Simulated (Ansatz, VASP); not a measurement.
**BaO in VASP and in Ansatz**

```
CELL_PARAMETERS angstrom
0.00000 2.74505 2.74505
2.74505 0.00000 2.74505
2.74505 2.74505 0.00000
ATOMIC_POSITIONS crystal
Ba 0.00000 0.00000 0.00000
O 0.50000 0.50000 0.50000
```

Alike in both runs: task single point; functional PBEsol; k mesh 8 × 8 × 8; occupations gaussian, width 0.02 eV; no spin polarisation.

|  | VASP | Ansatz |
| --- | --- | --- |
| version | VASP 6.6.1 | Ansatz 0.2.0 |
| potentials or method | VASP PAW PBE potentials, release 64 (Ba_sv, O_h), cutoff 1340 eV | scalar-relativistic, plane waves, PAW |
| valence electrons in the cell | 16 | 16 |

|  | VASP | Ansatz | Ansatz less VASP |
| --- | --- | --- | --- |
| gap on the k mesh at the Fermi level (eV) | 1.77 | 1.84 | +0.069 |
| least direct gap on the mesh (eV) | 1.77 | 1.84 | +0.069 |
| pressure (GPa) | 1.9 | 0.0 | -1.86 |

VASP's potentials were made for PBE, not for PBEsol, and Ansatz warns of the same on its side.

Spin-orbit coupling is off throughout.
